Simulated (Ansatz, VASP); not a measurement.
## MgS: VASP beside Ansatz

The input POSCAR:

```
MgS
1.0
    4.1293412784      0.0000000000      0.0000000000
   -2.0646706392      3.5761144480      0.0000000000
    0.0000000000      0.0000000000      6.2861657064
Mg S
2 2
Direct
    0.3333333333      0.6666666667     -0.0086241989
    0.6666666667      0.3333333333      0.4913758011
    0.3333333333      0.6666666667      0.3836241989
    0.6666666667      0.3333333333      0.8836241989
```

Contents of INCAR.step1:

```
  ALGO = Normal
  EDIFF = 1E-4
  ENCUT = 520
  GGA = PE
  ISMEAR = 0
  LASPH = True
  LCHARG = False
  LREAL = False
  LWAVE = True
  NBANDS = 16
  NELM = 80
  PREC = Accurate
  SIGMA = 0.01
```

INCAR.step2

```
  ALGO = Normal
  EDIFF = 1E-6
  ENCUT = 520
  ISIF = 2
  ISMEAR = 0
  ISTART = 1
  LASPH = True
  LCHARG = False
  LMIXTAU = True
  LREAL = False
  LWAVE = False
  METAGGA = R2SCAN
  NBANDS = 16
  NELM = 80
  PREC = Accurate
  SIGMA = 0.01
```

The input KPOINTS:

```
k-points
0
Gamma
  12 12 4
```

Input for Ansatz:

```yaml
crystal:
  lattice:
    - [4.1293412784, 0.0, 0.0]
    - [-2.0646706392, 3.576114448, 0.0]
    - [0.0, 0.0, 6.2861657064]
  atoms:
    - { symbol: Mg, position: [0.3333333333, 0.6666666667, -0.0086241989] }
    - { symbol: Mg, position: [0.6666666667, 0.3333333333, 0.4913758011] }
    - { symbol: S, position: [0.3333333333, 0.6666666667, 0.3836241989] }
    - { symbol: S, position: [0.6666666667, 0.3333333333, 0.8836241989] }
kpoints:
  mp_grid: { grid: [12, 12, 4] }
  band_path:
    path:
      - [0.0, 0.0, 0.0]
      - [0.5, 0.0, 0.0]
      - [0.3333333333, 0.3333333333, 0.0]
      - [0.0, 0.0, 0.5]
      - [0.5, 0.0, 0.5]
      - [0.3333333333, 0.3333333333, 0.5]
    npoints: 1
hamiltonian:
  xc: r2scan
scf:
  occupations: { method: fixed }
  n_extra_bands: 5
output:
  forces: true
  stress: true
  eigenvalues: true
```

Change from the starting cell: epitaxial_xy strain +2.5%.

Alike in both runs: task single point; functional r2SCAN; k mesh 12 × 12 × 4; no spin polarisation.

|  | VASP | Ansatz |
| --- | --- | --- |
| version | VASP 6.6.1 | Ansatz 0.2.0 |
| potentials or method | VASP PAW PBE potentials, release 64 (Mg, S) | plane waves, PAW |
| plane-wave cutoff (eV) | 520 | 500 |
| occupations | gaussian, width 0.01 eV | fixed |
| valence electrons in the cell | 16 | 32 |

VASP gave:

- gap on the k mesh at the Fermi level (eV): 3.82
- pressure (GPa): -1.8
- traceless stress, the component that is largest in VASP (GPa): 1.54

**Question.** Which values does Ansatz return?

**Answer.** gap on the k mesh at the Fermi level (eV): 3.83; pressure (GPa): -1.5; traceless stress, the component that is largest in VASP (GPa): 1.50.

VASP's potentials were made for PBE, not for r2SCAN. VASP's potentials hold 16 valence electrons a cell and Ansatz's 32, so a difference there can come from the potentials and not from the codes.
